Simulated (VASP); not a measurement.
Here is a VASP 6.6.1 calculation.

INCAR

```
SYSTEM = Ga
PREC     = Accurate       ! precision mode
ENCUT    = 520            ! plane-wave cutoff, eV
EDIFF    = 1E-6           ! SCF threshold, eV
ISMEAR   = -1             ! smearing method
SIGMA    = 0.03           ! smearing width, eV
LREAL    = .False.        ! projectors in reciprocal space
LASPH    = .True.         ! aspherical terms in the spheres
NELM     = 60             ! most SCF steps
ALGO     = Normal         ! electronic algorithm
ISIF     = 2              ! what is computed and relaxed
LWAVE    = .False.        ! write WAVECAR
LCHARG   = .False.        ! write CHGCAR
GGA      = PS             ! functional
NBANDS   = 20             ! bands
```

The input KPOINTS:

```
Automatic mesh
0
Gamma
  14 14 11
  0 0 0
```

POSCAR

```
Ga
1.0
    1.3415100000     -3.9057050000      0.0000000000
    1.3415100000      3.9057050000      0.0000000000
   -0.1139265000      0.0000000000      3.3299300000
Ga
2
Direct
    0.8690000000      0.1310000000      0.2500000000
    0.1310000000      0.8690000000      0.7500000000
```

Potentials or basis: VASP PAW PBE potentials, release 64 (Ga_d).

Launch:

```sh
$ cat potpaw_PBE.64/Ga_d/POTCAR > POTCAR
$ mpirun -np 1 vasp_std > vasp.out
```

(1) What does it give for the band gap on the k mesh?

(2) Predict the largest force.

Results:

(1) zero (bands 13 and 14 overlap by 8.41 eV).

(2) 0.171 eV/Å.

Caveat: the cell differs from its parent crystal (equal xx and yy strain of -3 %); the PAW data sets were made with another functional, which shifts forces and pressure a little.
